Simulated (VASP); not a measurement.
TiC, 2 atoms in the cell. It takes space group Fm-3m (No. 225, cubic). The conventional cell has a = 4.328 Å, b = 4.328 Å, c = 4.328 Å, α = 90.00°, β = 90.00°, γ = 90.00°. Ti (site symmetry m-3m) has 6 C at 2.16 Å within 2.9 Å. C (site symmetry m-3m) has 6 Ti at 2.16 Å within 2.9 Å. 

* Program: VASP 6.6.1
* Task: relaxation of cell and atoms
* Functional: PBE
* Potentials or basis: VASP PAW PBE potentials, release 64 (Ti_sv, C)
* Cutoff: 600 eV
* k mesh: 16 × 16 × 16
* Occupations: gaussian, width 0.1 eV
* Spin: no spin polarisation
* Dipole correction: no
* Further INCAR settings: ALGO = Normal; EDIFF = 1e-07; IBRION = 2; EDIFFG = -0.005; NSW = 100; ISIF = 3

Potentials or basis: VASP PAW PBE potentials, release 64 (Ti_sv, C).

Run with:

```bash
$ cat potpaw_PBE.64/Ti_sv/POTCAR potpaw_PBE.64/C/POTCAR > POTCAR
$ mpirun -np 1 vasp_std > vasp.out
```

Hardware: 1 thread of AMD EPYC 7R13, with other jobs on the host.

Problem. Estimate the wall time of this run.

Solution. Wall time 3.5 min on 1 thread of AMD EPYC 7R13, on a shared host, peak memory 0.15 GiB. Counts: scf iterations 36, k points 145, ion steps 3.
